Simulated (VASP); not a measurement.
LiMg, 2 atoms in the cell. Symmetry: Pm-3m, No. 221, cubic system. Conventional cell: a = 3.499 Å, b = 3.499 Å, c = 3.499 Å, α = 90.00°, β = 90.00°, γ = 90.00°. Within 4.0 Å of Li (site symmetry m-3m) lie 8 Mg at 3.03 Å and 6 Li at 3.50 Å. Mg (site symmetry m-3m) has 8 Li at 3.03 Å and 6 Mg at 3.50 Å within 4.0 Å. 

* Program: VASP 6.6.1
* Task: single point
* Functional: r2SCAN
* Potentials or basis: VASP PAW PBE potentials, release 64 (Li_sv, Mg)
* Cutoff: 520 eV
* k mesh: 7 × 7 × 7
* Occupations: fermi-dirac, width 0.15 eV
* Spin: no spin polarisation
* Dipole correction: no
* Further INCAR settings: ALGO = Normal; EDIFF = 1e-06; NBANDS = 10

Potentials or basis: VASP PAW PBE potentials, release 64 (Li_sv, Mg).

Launch:

```sh
$ cat potpaw_PBE.64/Li_sv/POTCAR potpaw_PBE.64/Mg/POTCAR > POTCAR
$ cp INCAR.step1 INCAR
$ mpirun -np 1 vasp_std > vasp.out
$ cp INCAR.step2 INCAR
$ mpirun -np 1 vasp_std > vasp.out
```

Hardware: 1 thread of Intel(R) Xeon(R) Platinum 8259CL CPU @ 2.50GHz (Skylake/Cascade Lake) (shared host).

Question: Estimate the wall time of this run.

Answer: Run time: 52 s on 1 thread of Intel(R) Xeon(R) Platinum 8259CL CPU @ 2.50GHz (Skylake/Cascade Lake), on a shared host, peak memory 0.16 GiB. Counts: k points 20.
